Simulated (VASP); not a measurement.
Si (a cell with a defect), 63 atoms in the cell. The cell holds a defect, 63 atoms: a = 10.860 Å, b = 10.860 Å, c = 10.860 Å, α = 90.00°, β = 90.00°, γ = 90.00°. 

```yaml
Program: VASP 6.6.1
Task: single point
Functional: PBE
Potentials_or_basis: VASP PAW PBE potentials, release 64 (Si)
Cutoff: 400 eV
k_mesh: 1 × 1 × 1
Occupations: gaussian, width 0.05 eV
Spin: no spin polarisation
Dipole_correction: no
Further_INCAR_settings: LREAL = Auto; ALGO = Normal; EDIFF = 1e-06; NBANDS = 163
```

Potentials or basis: VASP PAW PBE potentials, release 64 (Si).

Run with:

```bash
$ cat potpaw_PBE.64/Si/POTCAR > POTCAR
$ mpirun -np 1 vasp_gam > vasp.out
```

Hardware: 1 thread of Intel Xeon 8259CL, on a shared host.

Estimate the wall time of this run.

Run time: 5.1 min on 1 thread of Intel Xeon 8259CL, on a shared host, peak memory 0.71 GiB. Counts: scf iterations 16, k points 1.
